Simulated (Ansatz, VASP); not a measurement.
# Se: VASP beside Ansatz

INCAR

```
SYSTEM = Se
PREC = Accurate
ENCUT = 600
EDIFF = 1E-6
ISMEAR = 0
SIGMA = 0.1
LREAL = .False.
LASPH = .True.
NELM = 80
ALGO = Normal
ISIF = 3
LWAVE = .False.
LCHARG = .False.
GGA = PS
IBRION = 2
NSW = 100
EDIFFG = -0.01
```

Contents of KPOINTS:

```
regular mesh
0
Gamma
  9 9 16
  0 0 0
```

File POSCAR:

```
Se
1.0
    5.0647886413      0.0000000000      0.0000000000
   -2.5323943207      4.3862356282      0.0000000000
    0.0000000000      0.0000000000      2.6595562034
Se
3
Direct
    0.0000000000      0.0000000000      0.0000000000
    0.3333333333      0.6666666667      0.5000000000
    0.6666666667      0.3333333333      0.5000000000
```

Input for Ansatz:

```yaml
crystal:
  lattice:
    - [5.0647886413, 0.0, 0.0]
    - [-2.5323943207, 4.3862356282, 0.0]
    - [0.0, 0.0, 2.6595562034]
  atoms:
    - { symbol: Se, position: [0.0, 0.0, 0.0] }
    - { symbol: Se, position: [0.3333333333, 0.6666666667, 0.5] }
    - { symbol: Se, position: [0.6666666667, 0.3333333333, 0.5] }
basis:
  ecutwfc: 420
kpoints:
  mp_grid: { grid: [9, 9, 16] }
hamiltonian:
  xc: pbesol
scf:
  occupations: { method: gaussian, width: 0.1 }
output:
  forces: true
  stress: true
  eigenvalues: true
relax:
  adjacent_minimum: "off"
  f_tol: 0.01
  max_steps: 80
  cell: { stress_tol: 0.05 }
```

Alike in both runs: task relaxation of cell and atoms; functional PBEsol; k mesh 9 × 9 × 16; occupations gaussian, width 0.1 eV; no spin polarisation.

|  | VASP | Ansatz |
| --- | --- | --- |
| version | VASP 6.6.1 | Ansatz 0.2.0 |
| potentials or method | VASP PAW PBE potentials, release 64 (Se), cutoff 600 eV | scalar-relativistic, plane waves, PAW |
| valence electrons in the cell | 18 | 48 |

|  | VASP | Ansatz | Ansatz less VASP |
| --- | --- | --- | --- |
| gap on the k mesh at the Fermi level, each at its own relaxed structure (eV) | none | none | - |
| relaxed volume (Å³/atom) | 19.89 | 19.87 | -0.021 |
| relaxed length of the cell vector where the two differ most in proportion (Å) | 5.095 | 5.092 | -0.0024 |

VASP's potentials were made for PBE, not for PBEsol. A gap of «none» marks a metal or a gap that the smearing closes. VASP's potentials hold 18 valence electrons a cell and Ansatz's 48, so a difference there can come from the potentials and not from the codes.
